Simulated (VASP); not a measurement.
# Nb4P3 (P4/mmm) in VASP: a series of runs

The runs below take Nb4P3 through single point, with PBE.

All numbers are computed with VASP 6.6.1; they aren't measurements. Logs are shortened: lines on timing, memory, paths and dates and some standing lists are left out, and cuts for length are marked.

### 1 The cell of the first run

It takes space group P4/mmm (No. 123, tetragonal). Conventional cell: a = 3.525 Å, b = 3.525 Å, c = 9.768 Å, α = 90.00°, β = 90.00°, γ = 90.00°. Nb (site symmetry 4/mmm) has 2 P at 2.38 Å within 3.1 Å. Nb (site symmetry 4mm) has 5 P at 2.49 to 2.52 Å within 3.3 Å. Within 3.3 Å of Nb (site symmetry 4/mmm) lie 6 P at 2.49 to 2.50 Å. Within 3.1 Å of P (site symmetry 4mm) lie 6 Nb at 2.38 to 2.50 Å. Within 3.3 Å of P (site symmetry 4/mmm) lie 6 Nb at 2.49 to 2.52 Å.

### 2 Single point, PBE (atoms taken out)

Contents of INCAR:

```
SYSTEM = Nb4P3
PREC     = Accurate       ! precision mode
ENCUT    = 520            ! plane-wave cutoff, eV
EDIFF    = 1E-7           ! SCF threshold, eV
ISMEAR   = 0              ! smearing method
SIGMA    = 0.1            ! smearing width, eV
LREAL    = .FALSE.        ! projectors in reciprocal space
LASPH    = .TRUE.         ! aspherical terms in the spheres
NELM     = 80             ! most SCF steps
ALGO     = Normal         ! electronic algorithm
ISIF     = 2              ! what is computed and relaxed
LWAVE    = .FALSE.        ! write WAVECAR
LCHARG   = .TRUE.         ! write CHGCAR
GGA      = PE             ! functional
LELF     = .TRUE.         ! ELF
LVHAR    = .TRUE.       
NBANDS   = 42             ! bands
```

Contents of KPOINTS:

```
regular mesh
0
G
  6 6 2
  0 0 0
```

Contents of POSCAR:

```
Nb4P3
1.0
    3.5249656364      0.0000000000      0.0000000000
    0.0000000000      3.5249656364      0.0000000000
    0.0000000000      0.0000000000      9.7675786387
Nb P
4 3
Direct
    0.0000000000      0.0000000000      0.0000000000
    0.5000000000      0.5000000000      0.7576343155
    0.0000000000      0.0000000000      0.5000000000
    0.5000000000      0.5000000000      0.2423656845
    0.0000000000      0.0000000000      0.7563742513
    0.5000000000      0.5000000000      0.5000000000
    0.0000000000      0.0000000000      0.2436257487
```

Potentials or basis: VASP PAW PBE potentials, release 64 (Nb_sv, P).

Launch:

```console
$ cat potpaw_PBE.64/Nb_sv/POTCAR potpaw_PBE.64/P/POTCAR > POTCAR
$ mpirun -np 1 vasp_std > vasp.out
```

OUTCAR:

```text
SYSTEM = Nb4P3
   PREC = Accurate
   ENCUT = 520
   EDIFF = 1E-7
   ISMEAR = 0
   LREAL = .FALSE.
   LASPH = .TRUE.
   NELM = 80
   ISIF = 2
   GGA = PE

 ion  position               nearest neighbor table
   1  0.000  0.000  0.000-   5 2.38   7 2.38
   2  0.500  0.500  0.758-   5 2.49   5 2.49   5 2.49   5 2.49   6 2.52
   3  0.000  0.000  0.500-   6 2.49   6 2.49   6 2.49   6 2.49   7 2.50   5 2.50
   4  0.500  0.500  0.242-   7 2.49   7 2.49   7 2.49   7 2.49   6 2.52
   5  0.000  0.000  0.756-   1 2.38   2 2.49   2 2.49   2 2.49   2 2.49   3 2.50
   6  0.500  0.500  0.500-   3 2.49   3 2.49   3 2.49   3 2.49   4 2.52   2 2.52
   7  0.000  0.000  0.244-   1 2.38   4 2.49   4 2.49   4 2.49   4 2.49   3 2.50

  LATTYP: Found a simple tetragonal cell.
 ALAT       =     3.5249656364
 C/A-ratio  =     2.7709713076

  Lattice vectors:

 A1 = (   3.5249656364,   0.0000000000,   0.0000000000)
 A2 = (   0.0000000000,   3.5249656364,   0.0000000000)
 A3 = (   0.0000000000,   0.0000000000,   9.7675786387)

Analysis of symmetry for initial positions (statically):
=====================================================================
 Subroutine PRICEL returns:
 Original cell was already a primitive cell.

 Routine SETGRP: Setting up the symmetry group for a
 simple tetragonal supercell.

 Subroutine GETGRP returns: Found 16 space group operations
 (whereof 16 operations were pure point group operations)
 out of a pool of 16 trial point group operations.

The static configuration has the point symmetry D_4h.

Analysis of symmetry for dynamics (positions and initial velocities):
=====================================================================
 Subroutine PRICEL returns:
 Original cell was already a primitive cell.

 Routine SETGRP: Setting up the symmetry group for a
 simple tetragonal supercell.

 Subroutine GETGRP returns: Found 16 space group operations
 (whereof 16 operations were pure point group operations)
 out of a pool of 16 trial point group operations.

The dynamic configuration has the point symmetry D_4h.

 Subroutine INISYM returns: Found 16 space group operations
 (whereof 16 operations are pure point group operations),
 and found     1 'primitive' translations

----------------------------------------------------------------------------------------

                                     Primitive cell

  volume of cell :     121.3659

  direct lattice vectors                    reciprocal lattice vectors
     3.524965636  0.000000000  0.000000000     0.283690709  0.000000000  0.000000000
     0.000000000  3.524965636  0.000000000     0.000000000  0.283690709  0.000000000
     0.000000000  0.000000000  9.767578639     0.000000000  0.000000000  0.102379519

  length of vectors
     3.524965636  3.524965636  9.767578639     0.283690709  0.283690709  0.102379519

  position of ions in fractional coordinates (direct lattice)
     0.000000000  0.000000000  0.000000000
     0.500000000  0.500000000  0.757634315
     0.000000000  0.000000000  0.500000000
     0.500000000  0.500000000  0.242365685
     0.000000000  0.000000000  0.756374251
     0.500000000  0.500000000  0.500000000
     0.000000000  0.000000000  0.243625749

  ion indices of the primitive-cell ions
   primitive index   ion index
                 1           1
                 2           2
                 3           3
                 4           4
                 5           5
                 6           6
                 7           7

----------------------------------------------------------------------------------------

 KPOINTS: regular mesh

Automatic generation of k-mesh.
 Grid dimensions read from file:
 generate k-points for:    6    6    2

 Generating k-lattice:

  Cartesian coordinates                     Fractional coordinates (reciprocal lattice)
     0.047281785  0.000000000  0.000000000     0.166666667  0.000000000  0.000000000
     0.000000000  0.047281785  0.000000000     0.000000000  0.166666667  0.000000000
     0.000000000  0.000000000  0.051189759     0.000000000  0.000000000  0.500000000

  Length of vectors
     0.047281785  0.047281785  0.051189759

  Shift w.r.t. Gamma in fractional coordinates (k-lattice)
     0.000000000  0.000000000  0.000000000

 Subroutine IBZKPT returns following result:
 ===========================================

 Found     20 irreducible k-points:

 Following reciprocal coordinates:
            Coordinates               Weight
  0.000000  0.000000  0.000000      1.000000
  0.166667  0.000000  0.000000      4.000000
  0.333333  0.000000  0.000000      4.000000
  0.500000  0.000000  0.000000      2.000000
  0.166667  0.166667  0.000000      4.000000
  0.333333  0.166667  0.000000      8.000000
[... 12 lines left out ...]
  0.500000  0.333333  0.500000      4.000000
  0.500000  0.500000  0.500000      1.000000
   k-points           NKPTS =     20   k-points in BZ     NKDIM =     20   number of bands    NBANDS=     42
   number of dos      NEDOS =    301   number of ions     NIONS =      7
   total plane-waves  NPLWV =  62720
   dimension x,y,z NGX =    28 NGY =   28 NGZ =   80
   dimension x,y,z NGXF=    56 NGYF=   56 NGZF=  160
   ions per type =               4   3
   NGX,Y,Z   is equivalent  to a cutoff of  13.21, 13.21, 13.62 a.u.
   NGXF,Y,Z  is equivalent  to a cutoff of  26.41, 26.41, 27.23 a.u.
 SYSTEM =  Nb4P3
   PREC   = accura    normal or accurate (medium, high low for compatibility)
   ISTART =      0    job   : 0-new  1-cont  2-samecut
   ICHARG =      2    charge: 1-file 2-atom 10-const
   ISPIN  =      1    spin polarized calculation?
   LNONCOLLINEAR =      F non collinear calculations
   LSORBIT =      F    spin-orbit coupling
   LASPH  =      T    aspherical Exc in radial PAW
   ENCUT  =  520.0 eV  38.22 Ry    6.18 a.u.   6.55  6.55 18.16*2*pi/ulx,y,z
   NELM   =     80;   NELMIN=  2; NELMDL= -5     # of ELM steps
   EDIFF  = 0.1E-06   stopping-criterion for ELM
   LREAL  =      F    real-space projection
   EDIFFG = 0.1E-05   stopping-criterion for IOM
   NSW    =      0    number of steps for IOM
   IBRION =     -1    ionic relax: 0-MD 1-quasi-New 2-CG
   NFREE  =      0    steps in history (QN), initial steepest desc. (CG)
   ISIF   =      2    stress and relaxation
   ISYM   =      2    0-nonsym 1-usesym 2-fastsym
   POTIM  = 0.5000    time-step for ionic-motion
   TEBEG  =    0.0;   TEEND  =   0.0 temperature during run
   PSTRESS=    0.0 pullay stress
   NELECT =      67.0000    total number of electrons
   NUPDOWN=      -1.0000    fix difference up-down
   EMIN   =  10.00;   EMAX   =-10.00  energy-range for DOS
   EFERMI =   0.00;   METHOD = LEGACY
   ISMEAR =     0;   SIGMA  =   0.10  broadening in eV -4-tet -1-fermi 0-gaus
   EFERMI_NEDOS =   21; number of points for ismear=-14 and -15
   IALGO  =     38    algorithm
   IMIX   =      4    mixing-type and parameters
     AMIX     =   0.40;   BMIX     =  1.00
     AMIX_MAG =   1.60;   BMIX_MAG =  1.00
  volume/ion in A,a.u.               =      17.34       117.00
  Fermi-wavevector in a.u.,A,eV,Ry     =   1.342974  2.537852 24.539176  1.803579
  Thomas-Fermi vector in A             =   2.471085
   LORBIT       =      0    0 simple, 1 ext, 2 COOP (PROOUT), +10 PAW based schemes
   GGA     = PE    functional components
   LHFCALC =     F    Hartree Fock is set to
   AEXX    =    0.0000 exact exchange contribution
   IVDW    =     0    specifies the selected vdW correction
   LEPSILON=     F    determine dielectric tensor
   LRPA    =     F    only Hartree local field effects (RPA)
 non-spin polarized calculation
 Gauss-broadening in eV      SIGMA  =   0.10
  energy-cutoff  :      520.00
  volume of cell :      121.37
 maximum number of plane-waves:      3301
 NGX is ok and might be reduce to    28
   NGX = 13   NGY = 13   NGZ = 37

 number of electron      67.0000000 magnetization

 Free energy of the ion-electron system (eV)
  ---------------------------------------------------
  ext. energy  EPLUGINS =         0.00000000
  ---------------------------------------------------
  free energy    TOTEN  =       -60.07796533 eV

  energy without entropy =      -60.05092711  energy(sigma->0) =      -60.06444622

 E-fermi :  10.4514     XC(G=0): -11.7138

 val. band max:       10.4476155509   @ k =   0.3333   0.0000   0.0000
 cond. band min:      10.4899413478   @ k =   0.1667   0.1667   0.5000
 fundamental gap:      0.0423257969
 Fermi energy:        10.4513640814

 k-point     1 :       0.0000    0.0000    0.0000
  band No.  band energies     occupation
      1     -45.1442      2.00000
      2     -45.0700      2.00000
      3     -45.0687      2.00000
      4     -44.6724      2.00000
      5     -21.3314      2.00000
      6     -21.2507      2.00000
[... 34 lines left out ...]
     41      11.7383      0.00000
     42      12.4550      0.00000

 k-point     2 :       0.1667    0.0000    0.0000
  band No.  band energies     occupation
      1     -45.1414      2.00000
      2     -45.0676      2.00000
      3     -45.0667      2.00000
      4     -44.6708      2.00000
      5     -21.3423      2.00000
      6     -21.2928      2.00000
[... 34 lines left out ...]
     41      12.3546      0.00000
     42      12.4228      0.00000

 k-point     3 :       0.3333    0.0000    0.0000
  band No.  band energies     occupation
      1     -45.1357      2.00000
      2     -45.0629      2.00000
      3     -45.0626      2.00000
      4     -44.6675      2.00000
      5     -21.4083      2.00000
      6     -21.3731      2.00000
[... 717 lines left out ...]
      4     -44.6606      2.00000
      5     -21.3941      2.00000
      6     -21.3882      2.00000
[... 34 lines left out ...]
     41      12.8313      0.00000
     42      12.9809      0.00000

 k-point    20 :       0.5000    0.5000    0.5000
  band No.  band energies     occupation
      1     -45.1240      2.00000
      2     -45.0518      2.00000
      3     -45.0517      2.00000
      4     -44.6589      2.00000
      5     -21.4035      2.00000
      6     -21.4035      2.00000
[... 34 lines left out ...]
     41      12.3510      0.00000
     42      12.4662      0.00000

------------------------ aborting loop because EDIFF is reached ----------------------------------------

  FORCE on cell =-STRESS in cart. coord.  units (eV):
  Direction    XX          YY          ZZ          XY          YZ          ZX
  --------------------------------------------------------------------------------------
  -------------------------------------------------------------------------------------
  Total       -0.2918823     -0.2918823     -0.1751149      0.0000000     -0.0000000      0.0000000
  in kB       -3.8532008     -3.8532008     -2.3117288      0.0000000     -0.0000000      0.0000000
  external PRESSURE =      -3.3393768 kB  Pullay stress =       0.0000000 kB

 VOLUME and BASIS-vectors are now :
 -----------------------------------------------------------------------------
  energy-cutoff  :      520.00
  volume of cell :      121.37
      direct lattice vectors                 reciprocal lattice vectors
     3.524965636  0.000000000  0.000000000     0.283690709  0.000000000  0.000000000
     0.000000000  3.524965636  0.000000000     0.000000000  0.283690709  0.000000000
     0.000000000  0.000000000  9.767578639     0.000000000  0.000000000  0.102379519

 POSITION                                       TOTAL-FORCE (eV/Angst)
 -----------------------------------------------------------------------------------
      0.00000      0.00000      0.00000        -0.000000     -0.000000      0.000000
      1.76248      1.76248      7.40025         0.000000     -0.000000      0.031237
      0.00000      0.00000      4.88379        -0.000000     -0.000000      0.000000
      1.76248      1.76248      2.36733        -0.000000      0.000000     -0.031237
      0.00000      0.00000      7.38794        -0.000000     -0.000000     -0.037792
      1.76248      1.76248      4.88379        -0.000000     -0.000000      0.000000
      0.00000      0.00000      2.37963        -0.000000     -0.000000      0.037792
 -----------------------------------------------------------------------------------
    total drift:                                0.000000      0.000000     -0.000000

  FREE ENERGIE OF THE ION-ELECTRON SYSTEM (eV)
  ---------------------------------------------------
  free  energy   TOTEN  =       -60.0779653346 eV

  energy  without entropy=      -60.0509271074  energy(sigma->0) =      -60.06444622
```

It took 94 s on 1 thread of Intel Xeon Platinum 8488C (Sapphire Rapids), shared host; peak memory 0.27 GiB.

Results:

| Property | Result |
| --- | --- |
| Free energy | -60.0780 eV |
| Pressure | -0.3 GPa |
| Largest force | 0.038 eV/Å |
| Band gap on the k mesh | zero (an odd number of electrons rules out a gap without spin polarisation) |

Forces in eV/Å, atoms in the order of the input:
```
Nb   0.000  0.000  0.000
Nb   0.000  0.000  0.031
Nb   0.000  0.000  0.000
Nb   0.000  0.000 -0.031
P    0.000  0.000 -0.038
P    0.000  0.000  0.000
P    0.000  0.000  0.038
```

Levels at points of the mesh, in eV from the Fermi level:
| k point | band 29 | band 30 | band 31 | band 32 | band 33 | band 34 | band 35 | band 36 | band 37 | band 38 |
| --- | --- | --- | --- | --- | --- | --- | --- | --- | --- | --- |
| (0.00, 0.00, 0.00) | -2.21 | -2.21 | -1.34 | -1.34 | -1.10 | -0.97 | -0.97 | -0.67 | -0.60 | -0.42 |
| (0.50, 0.00, 0.00) | -1.42 | -1.31 | -0.83 | 0.04 | 0.13 | 0.41 | 1.17 | 1.21 | 1.44 | 1.56 |
| (0.50, 0.50, 0.00) | -3.25 | -1.89 | -1.72 | -0.34 | -0.34 | 0.19 | 0.71 | 1.16 | 1.16 | 1.69 |
| (0.00, 0.00, 0.50) | -2.22 | -2.18 | -1.83 | -1.83 | -1.08 | -0.74 | -0.49 | -0.42 | -0.42 | -0.37 |
| (0.50, 0.00, 0.50) | -1.37 | -1.11 | -0.94 | -0.22 | 0.46 | 0.99 | 1.03 | 1.16 | 1.27 | 1.32 |
| (0.50, 0.50, 0.50) | -2.67 | -2.67 | -1.44 | -0.66 | -0.66 | 0.38 | 1.29 | 1.31 | 1.31 | 1.67 |

Caveat: the cell differs from its parent crystal (atoms taken out).

### 3 Single point, PBE (atoms taken out)

Contents of INCAR:

```
PREC = Accurate ; ENCUT = 520
EDIFF = 1E-6 ; ISMEAR = 0
SIGMA = 0.1 ; LREAL = False
LASPH = True ; NELM = 80
ALGO = Normal ; ISIF = 2
LWAVE = False ; LCHARG = False
GGA = PE ; NBANDS = 42
```

Contents of KPOINTS:

```
Automatic mesh
0
Gamma
  6 6 2
```

Contents of POSCAR:

```
Nb4P3
1.0
    3.6062445800      0.0000000000      0.0000000000
    0.0000000000      3.6062445800      0.0000000000
    0.0000000000      0.0000000000     10.2000000000
Nb P
4 3
Direct
    0.0000000000      0.0000000000      0.0000000000
    0.5000000000      0.5000000000      0.7500000000
    0.0000000000      0.0000000000      0.5000000000
    0.5000000000      0.5000000000      0.2500000000
    0.0000000000      0.0000000000      0.7500000000
    0.5000000000      0.5000000000      0.5000000000
    0.0000000000      0.0000000000      0.2500000000
```

Potentials or basis: VASP PAW PBE potentials, release 64 (Nb_sv, P).

Launch:

```console
$ cat potpaw_PBE.64/Nb_sv/POTCAR potpaw_PBE.64/P/POTCAR > POTCAR
$ mpirun -np 1 vasp_std > vasp.out
```

Wall time 99 s (1 thread of Intel Xeon Platinum 8488C (Sapphire Rapids), shared host); peak memory 0.27 GiB.

The run converged. Its results:

```yaml
Free_energy: -59.5262 eV
Pressure: -11.7 GPa
Largest_force: 1.013 eV/Å
Band_gap_on_the_k_mesh: zero (an odd number of electrons rules out a gap without spin polarisation)
```

Forces in eV/Å, atoms in the order of the input:
```
Nb   0.000  0.000  0.000
Nb   0.000  0.000 -0.112
Nb   0.000  0.000  0.000
Nb   0.000  0.000  0.112
P    0.000  0.000  1.013
P    0.000  0.000  0.000
P    0.000  0.000 -1.013
```

Stress tensor (GPa, compression positive):
```
-10.23   0.00   0.00
  0.00 -10.23   0.00
  0.00   0.00 -14.68
```

Levels at points of the mesh, in eV from the Fermi level:
| k point | band 29 | band 30 | band 31 | band 32 | band 33 | band 34 | band 35 | band 36 | band 37 | band 38 |
| --- | --- | --- | --- | --- | --- | --- | --- | --- | --- | --- |
| (0.00, 0.00, 0.00) | -2.20 | -2.11 | -1.08 | -1.08 | -1.00 | -0.98 | -0.98 | -0.61 | -0.56 | -0.50 |
| (0.50, 0.00, 0.00) | -1.26 | -1.17 | -0.75 | 0.16 | 0.21 | 0.35 | 1.03 | 1.05 | 1.26 | 1.33 |
| (0.50, 0.50, 0.00) | -2.96 | -1.87 | -1.62 | -0.26 | -0.26 | 0.17 | 0.58 | 1.00 | 1.00 | 1.51 |
| (0.00, 0.00, 0.50) | -1.98 | -1.92 | -1.57 | -1.57 | -0.99 | -0.65 | -0.55 | -0.52 | -0.40 | -0.40 |
| (0.50, 0.00, 0.50) | -1.12 | -1.10 | -0.85 | -0.09 | 0.44 | 0.88 | 0.93 | 1.05 | 1.06 | 1.12 |
| (0.50, 0.50, 0.50) | -2.45 | -2.45 | -1.27 | -0.61 | -0.61 | 0.28 | 1.09 | 1.26 | 1.26 | 1.50 |

Caveat: the cell differs from its parent crystal (atoms taken out); the cell stands under tension; forces of over 1 eV/Å act on the atoms, so gaps and moduli don't describe the material at rest.
